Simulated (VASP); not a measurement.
# AlN (P6_3mc) in VASP: settings compared

The runs below take AlN through single point, relaxation of the atoms, with r2SCAN, PBE.

All numbers are computed with VASP 6.6.1; they aren't measurements. Logs are shortened: lines on timing, memory, paths and dates and some standing lists are left out, and cuts for length are marked.

## (1) The cell of the first run

The structure is hexagonal, space group P6_3mc (No. 186). Conventional cell: a = 3.111 Å, b = 3.111 Å, c = 4.951 Å, α = 90.00°, β = 90.00°, γ = 120.00°. Within 2.5 Å of Al (site symmetry 3m) lie 4 N at 1.89 to 1.90 Å. Within 2.5 Å of N (site symmetry 3m) lie 4 Al at 1.89 to 1.90 Å.

## (2) Single point, r2SCAN

POSCAR

```
AlN
1.0
    3.1109999993      0.0000000000      0.0000000000
   -1.5554999997      2.6942050306      0.0000000000
    0.0000000000      0.0000000000      4.9511140000
Al N
2 2
Direct
    0.3333333333      0.6666666667     -0.0004426043
    0.6666666667      0.3333333333      0.4995573957
    0.3333333333      0.6666666667      0.3824426043
    0.6666666667      0.3333333333      0.8824426043
```

INCAR.step1

```
  PREC = Accurate
  ENCUT = 520
  ISMEAR = 0
  SIGMA = 0.03
  LREAL = F
  LASPH = T
  NELM = 80
  NBANDS = 16
  GGA = PE
  ALGO = Normal
  EDIFF = 1E-4
  LWAVE = T
  LCHARG = F
```

INCAR.step2

```
  PREC = Accurate
  ENCUT = 520
  EDIFF = 1E-6
  ISMEAR = 0
  SIGMA = 0.03
  LREAL = F
  LASPH = T
  NELM = 80
  ALGO = Normal
  ISIF = 2
  LWAVE = F
  LCHARG = F
  METAGGA = R2SCAN
  LMIXTAU = T
  NBANDS = 16
  ISTART = 1
```

KPOINTS

```
Automatic mesh
0
Gamma
  8 8 5
```

Potentials or basis: VASP PAW PBE potentials, release 64 (Al, N).

Command:

```console
> cat potpaw_PBE.64/Al/POTCAR potpaw_PBE.64/N/POTCAR > POTCAR
> cp INCAR.step1 INCAR
> mpirun -np 1 vasp_std > vasp.out
> cp INCAR.step2 INCAR
> mpirun -np 1 vasp_std > vasp.out
```

OUTCAR:

```text
PREC = Accurate
   ENCUT = 520
   EDIFF = 1E-6
   ISMEAR = 0
   LREAL = F
   LASPH = T
   NELM = 80
   ISIF = 2
   METAGGA = R2SCAN
   ISTART = 1

 ion  position               nearest neighbor table
   1  0.333  0.667  1.000-   4 1.89   4 1.89   4 1.89   3 1.90   2 3.06   2 3.06   2 3.06   2 3.06
                             2 3.06   2 3.06
   2  0.667  0.333  0.500-   3 1.89   3 1.89   3 1.89   4 1.90   1 3.06   1 3.06   1 3.06   1 3.06
                             1 3.06   1 3.06
   3  0.333  0.667  0.382-   2 1.89   2 1.89   2 1.89   1 1.90
   4  0.667  0.333  0.882-   1 1.89   1 1.89   1 1.89   2 1.90

  LATTYP: Found a hexagonal cell.
 ALAT       =     3.1109999993
 C/A-ratio  =     1.5914863392

  Lattice vectors:

 A1 = (   3.1109999993,   0.0000000000,   0.0000000000)
 A2 = (  -1.5554999997,   2.6942050306,   0.0000000000)
 A3 = (   0.0000000000,   0.0000000000,   4.9511140000)

Analysis of symmetry for initial positions (statically):
=====================================================================
 Subroutine PRICEL returns:
 Original cell was already a primitive cell.

 Routine SETGRP: Setting up the symmetry group for a
 hexagonal supercell.

 Subroutine GETGRP returns: Found 12 space group operations
 (whereof  6 operations were pure point group operations)
 out of a pool of 24 trial point group operations.

The static configuration has the point symmetry C_3v.
 The point group associated with its full space group is C_6v.

Analysis of symmetry for dynamics (positions and initial velocities):
=====================================================================
 Subroutine PRICEL returns:
 Original cell was already a primitive cell.

 Routine SETGRP: Setting up the symmetry group for a
 hexagonal supercell.

 Subroutine GETGRP returns: Found 12 space group operations
 (whereof  6 operations were pure point group operations)
 out of a pool of 24 trial point group operations.

The dynamic configuration has the point symmetry C_3v.
 The point group associated with its full space group is C_6v.

 Subroutine INISYM returns: Found 12 space group operations
 (whereof  6 operations are pure point group operations),
 and found     1 'primitive' translations

----------------------------------------------------------------------------------------

                                     Primitive cell

  volume of cell :      41.4986

  direct lattice vectors                    reciprocal lattice vectors
     3.110999999  0.000000000  0.000000000     0.321440052  0.185583500  0.000000000
    -1.555500000  2.694205031  0.000000000     0.000000000  0.371167001  0.000000000
[... 90 lines left out ...]
   LREAL  =      F    real-space projection
   EDIFFG = 0.1E-04   stopping-criterion for IOM
   NSW    =      0    number of steps for IOM
   IBRION =     -1    ionic relax: 0-MD 1-quasi-New 2-CG
   NFREE  =      0    steps in history (QN), initial steepest desc. (CG)
   ISIF   =      2    stress and relaxation
   ISYM   =      2    0-nonsym 1-usesym 2-fastsym
   POTIM  = 0.5000    time-step for ionic-motion
   TEBEG  =    0.0;   TEEND  =   0.0 temperature during run
   PSTRESS=    0.0 pullay stress
   NELECT =      16.0000    total number of electrons
   NUPDOWN=      -1.0000    fix difference up-down
   EMIN   =  10.00;   EMAX   =-10.00  energy-range for DOS
   EFERMI =   0.00;   METHOD = LEGACY
   ISMEAR =     0;   SIGMA  =   0.03  broadening in eV -4-tet -1-fermi 0-gaus
   EFERMI_NEDOS =   21; number of points for ismear=-14 and -15
   IALGO  =     38    algorithm
   IMIX   =      4    mixing-type and parameters
     AMIX     =   0.40;   BMIX     =  1.00
     AMIX_MAG =   1.60;   BMIX_MAG =  1.00
  volume/ion in A,a.u.               =      10.37        70.01
  Fermi-wavevector in a.u.,A,eV,Ry     =   1.191526  2.251658 19.316666  1.419735
  Thomas-Fermi vector in A             =   2.327586
   LORBIT       =      0    0 simple, 1 ext, 2 COOP (PROOUT), +10 PAW based schemes
   METAGGA = R2SCAN    functional components
   LHFCALC =     F    Hartree Fock is set to
   AEXX    =    0.0000 exact exchange contribution
   IVDW    =     0    specifies the selected vdW correction
   LEPSILON=     F    determine dielectric tensor
   LRPA    =     F    only Hartree local field effects (RPA)
 non-spin polarized calculation
 Gauss-broadening in eV      SIGMA  =   0.03
  energy-cutoff  :      520.00
  volume of cell :       41.50
 maximum number of plane-waves:      1132
 NGX is ok and might be reduce to    24
   NGX = 11   NGY = 11   NGZ = 19

 number of electron      15.9999997 magnetization

 Free energy of the ion-electron system (eV)
  ---------------------------------------------------
  ext. energy  EPLUGINS =         0.00000000
  ---------------------------------------------------
  free energy    TOTEN  =       -38.45507732 eV

  energy without entropy =      -38.45507732  energy(sigma->0) =      -38.45507732

 E-fermi :   6.1655     XC(G=0): -11.4295

 val. band max:        5.9891984821   @ k =   0.0000   0.0000   0.0000
 cond. band min:      10.8969233390   @ k =   0.0000   0.0000   0.0000
 fundamental gap:      4.9077248569
 Fermi energy:         6.1655021549

 k-point     1 :       0.0000    0.0000    0.0000
  band No.  band energies     occupation
      1     -10.0534      2.00000
      2      -7.8936      2.00000
      3      -0.1121      2.00000
      4       5.0221      2.00000
      5       5.0221      2.00000
      6       5.7038      2.00000
[... 433 lines left out ...]
      3       0.6171      2.00000
      4       1.0241      2.00000
      5       3.9128      2.00000
      6       4.3367      2.00000
[... 8 lines left out ...]
     15      19.5171      0.00000
     16      20.8240      0.00000

 [... further k-points ...]
[... 5 lines left out ...]
  --------------------------------------------------------------------------------------
  -------------------------------------------------------------------------------------
  Total       -0.1472519     -0.1472519      0.3745290      0.0000000      0.0000000      0.0000000
  in kB       -5.6850955     -5.6850955     14.4598046      0.0000000      0.0000000      0.0000000
  external PRESSURE =       1.0298712 kB  Pullay stress =       0.0000000 kB

 VOLUME and BASIS-vectors are now :
 -----------------------------------------------------------------------------
  energy-cutoff  :      520.00
  volume of cell :       41.50
      direct lattice vectors                 reciprocal lattice vectors
     3.110999999  0.000000000  0.000000000     0.321440052  0.185583500  0.000000000
    -1.555500000  2.694205031  0.000000000     0.000000000  0.371167001  0.000000000
     0.000000000  0.000000000  4.951114000     0.000000000  0.000000000  0.201974748

 POSITION                                       TOTAL-FORCE (eV/Angst)
 -----------------------------------------------------------------------------------
     -0.00000      1.79614      4.94892         0.000000     -0.000000     -0.002538
      1.55550      0.89807      2.47337        -0.000000      0.000000     -0.002538
     -0.00000      1.79614      1.89352        -0.000000      0.000000      0.002538
      1.55550      0.89807      4.36907        -0.000000     -0.000000      0.002538
 -----------------------------------------------------------------------------------
    total drift:                               -0.000000      0.000000     -0.019080

  FREE ENERGIE OF THE ION-ELECTRON SYSTEM (eV)
  ---------------------------------------------------
  free  energy   TOTEN  =       -38.4550773209 eV

  energy  without entropy=      -38.4550773209  energy(sigma->0) =      -38.45507732
```

Wall time 29 s (1 thread of Intel Xeon 6975P-C (Granite Rapids), shared host); peak memory 0.16 GiB.

Results:

```
Free energy            : -38.4551 eV
Pressure               : 0.1 GPa
Band gap on the k mesh : 4.91 eV, direct
```

Forces on the atoms (eV/Å):
```
Al   0.000  0.000 -0.003
Al   0.000  0.000 -0.003
N    0.000  0.000  0.003
N    0.000  0.000  0.003
```

Levels at points of the mesh, in eV from the valence-band top:
| k point | band 4 | band 5 | band 6 | band 7 | band 8 | band 9 | band 10 | band 11 | band 12 | band 13 |
| --- | --- | --- | --- | --- | --- | --- | --- | --- | --- | --- |
| (0.00, 0.00, 0.00) | -0.97 | -0.97 | -0.29 | -0.29 | 0.00 | 4.91 | 7.46 | 11.65 | 11.95 | 11.95 |
| (0.50, 0.00, 0.00) | -4.25 | -3.43 | -2.22 | -1.80 | -0.75 | 6.47 | 6.50 | 9.03 | 11.25 | 11.68 |

Caveat: the PAW data sets were made with another functional, which shifts forces and pressure a little. r2SCAN opens gaps a little over a GGA but as a rule still falls short of measured ones.

## (3) Relaxation of the atoms, PBE

INCAR

```
SYSTEM = AlN
ALGO = Normal
EDIFF = 1E-6
EDIFFG = -0.003
ENCUT = 520
GGA = PE
IBRION = 2
ISIF = 2
ISMEAR = 0
LASPH = .True.
LCHARG = .False.
LREAL = .False.
LWAVE = .False.
NELM = 80
NSW = 80
PREC = Accurate
SIGMA = 0.05
```

KPOINTS

```
k-points
0
Gamma
  8 8 5
  0 0 0
```

POSCAR

```
AlN
1.0
    3.1110000000      0.0000000000      0.0000000000
   -1.5555000000      2.6942050300      0.0000000000
    0.0000000000      0.0000000000      4.9511140000
Al N
2 2
Direct
    0.3333333333      0.6666666667      0.0000000000
    0.6666666667      0.3333333333      0.5000000000
    0.3333333333      0.6666666667      0.3820000000
    0.6666666667      0.3333333333      0.8820000000
```

Potentials or basis: VASP PAW PBE potentials, release 64 (Al, N).

Command:

```console
> cat potpaw_PBE.64/Al/POTCAR potpaw_PBE.64/N/POTCAR > POTCAR
> mpirun -np 1 vasp_std > vasp.out
```

OUTCAR:

```text
SYSTEM = AlN
   EDIFF = 1E-6
   EDIFFG = -0.003
   ENCUT = 520
   GGA = PE
   IBRION = 2
   ISIF = 2
   ISMEAR = 0
   LASPH = .True.
   LREAL = .False.
   NELM = 80
   NSW = 80
   PREC = Accurate

 ion  position               nearest neighbor table
   1  0.333  0.667  0.000-   4 1.89   4 1.89   4 1.89   3 1.89   2 3.06   2 3.06   2 3.06   2 3.06
                             2 3.06   2 3.06
   2  0.667  0.333  0.500-   3 1.89   3 1.89   3 1.89   4 1.89   1 3.06   1 3.06   1 3.06   1 3.06
                             1 3.06   1 3.06
   3  0.333  0.667  0.382-   2 1.89   2 1.89   2 1.89   1 1.89
   4  0.667  0.333  0.882-   1 1.89   1 1.89   1 1.89   2 1.89

  LATTYP: Found a hexagonal cell.
 ALAT       =     3.1110000000
 C/A-ratio  =     1.5914863388

  Lattice vectors:

 A1 = (   3.1110000000,   0.0000000000,   0.0000000000)
 A2 = (  -1.5555000000,   2.6942050300,   0.0000000000)
 A3 = (   0.0000000000,   0.0000000000,   4.9511140000)

Analysis of symmetry for initial positions (statically):
=====================================================================
 Subroutine PRICEL returns:
 Original cell was already a primitive cell.

 Routine SETGRP: Setting up the symmetry group for a
 hexagonal supercell.

 Subroutine GETGRP returns: Found 12 space group operations
 (whereof  6 operations were pure point group operations)
 out of a pool of 24 trial point group operations.

[... 247 lines left out ...]

 Free energy of the ion-electron system (eV)
  ---------------------------------------------------
  ext. energy  EPLUGINS =         0.00000000
  ---------------------------------------------------
  free energy    TOTEN  =       -29.76359791 eV

  energy without entropy =      -29.76359791  energy(sigma->0) =      -29.76359791

 E-fermi :   6.4978     XC(G=0): -10.9385

 val. band max:        6.2598177968   @ k =   0.0000   0.0000   0.0000
 cond. band min:      10.4876466982   @ k =   0.0000   0.0000   0.0000
 fundamental gap:      4.2278289014
 Fermi energy:         6.4978096480

 k-point     1 :       0.0000    0.0000    0.0000
  band No.  band energies     occupation
      1      -9.0112      2.00000
      2      -6.8189      2.00000
      3       0.2184      2.00000
      4       5.3152      2.00000
      5       5.3152      2.00000
      6       5.9845      2.00000
      7       5.9845      2.00000
      8       6.2598      2.00000
      9      10.4876      0.00000
     10      12.8792      0.00000
     11      16.9303      0.00000
     12      17.3544      0.00000
[... 331 lines left out ...]
 k-point    24 :       0.3750    0.0000    0.4000
  band No.  band energies     occupation
      1      -7.1118      2.00000
      2      -6.7296      2.00000
      3       0.9418      2.00000
      4       1.3471      2.00000
      5       4.2061      2.00000
      6       4.6398      2.00000
      7       5.0573      2.00000
      8       5.1423      2.00000
      9      11.6487      0.00000
     10      12.2688      0.00000
     11      15.4012      0.00000
     12      16.1224      0.00000

 [... further k-points ...]

------------------------ aborting loop because EDIFF is reached ----------------------------------------

  FORCE on cell =-STRESS in cart. coord.  units (eV):
  Direction    XX          YY          ZZ          XY          YZ          ZX
  --------------------------------------------------------------------------------------
  -------------------------------------------------------------------------------------
  Total        1.1279272      1.1279272      1.5342154      0.0000000      0.0000000      0.0000000
  in kB       43.5469819     43.5469818     59.2329456      0.0000000      0.0000000      0.0000000
  external PRESSURE =      48.7756364 kB  Pullay stress =       0.0000000 kB
[... 19 lines left out ...]
  FREE ENERGIE OF THE ION-ELECTRON SYSTEM (eV)
  ---------------------------------------------------
  free  energy   TOTEN  =       -29.7635979090 eV

  energy  without entropy=      -29.7635979090  energy(sigma->0) =      -29.76359791

 reached required accuracy - stopping structural energy minimisation
```

OSZICAR:

```text
N       E                     dE             d eps       ncg     rms          rms(c)
DAV:   1     0.531722623712E+02    0.53172E+02   -0.76981E+03   720   0.119E+03
DAV:   2    -0.305165843175E+02   -0.83689E+02   -0.77140E+02  1084   0.226E+02
DAV:   3    -0.345041095852E+02   -0.39875E+01   -0.39679E+01   936   0.530E+01
[... 18 lines left out ...]
       N       E                     dE             d eps       ncg     rms          rms(c)
DAV:   1    -0.297635966780E+02   -0.24770E-04   -0.43710E-03   720   0.607E-01    0.108E-02
DAV:   2    -0.297635998755E+02   -0.31975E-05   -0.63966E-05   840   0.704E-02    0.747E-03
DAV:   3    -0.297635979462E+02    0.19293E-05   -0.22034E-06   648   0.180E-02    0.270E-03
DAV:   4    -0.297635979090E+02    0.37209E-07   -0.20745E-06   544   0.123E-02
   3 F= -.29763598E+02 E0= -.29763598E+02  d E =-.392299E-03
```

Wall time 11 s (1 thread of Intel Xeon 6975P-C (Granite Rapids), shared host); peak memory 0.15 GiB.

Results:

```yaml
Free_energy: -29.7636 eV
Energy_gained_by_relaxing: 0.1 meV/atom
Ionic_steps: 3
Pressure_after_relaxing: 4.9 GPa
Band_gap_on_the_k_mesh: 4.23 eV, direct
```

The path:
```
step  energy change (eV)  largest force (eV/Å)  pressure (GPa)
   1              0.0000                0.0714            4.92
   2             -0.0004                0.0183            4.87
   3             -0.0004                0.0006            4.88
```

Final structure:
```yaml
crystal:
  lattice:
    - [3.11100, 0.00000, 0.00000]
    - [-1.55550, 2.69421, 0.00000]
    - [0.00000, 0.00000, 4.95111]
  atoms:
    - { symbol: Al, position: [0.33333, 0.66667, 0.99945] }
    - { symbol: Al, position: [0.66667, 0.33333, 0.49945] }
    - { symbol: N, position: [0.33333, 0.66667, 0.38255] }
    - { symbol: N, position: [0.66667, 0.33333, 0.88255] }
```

Expect the measured gap to be larger: semilocal functionals such as PBE lack the derivative discontinuity.
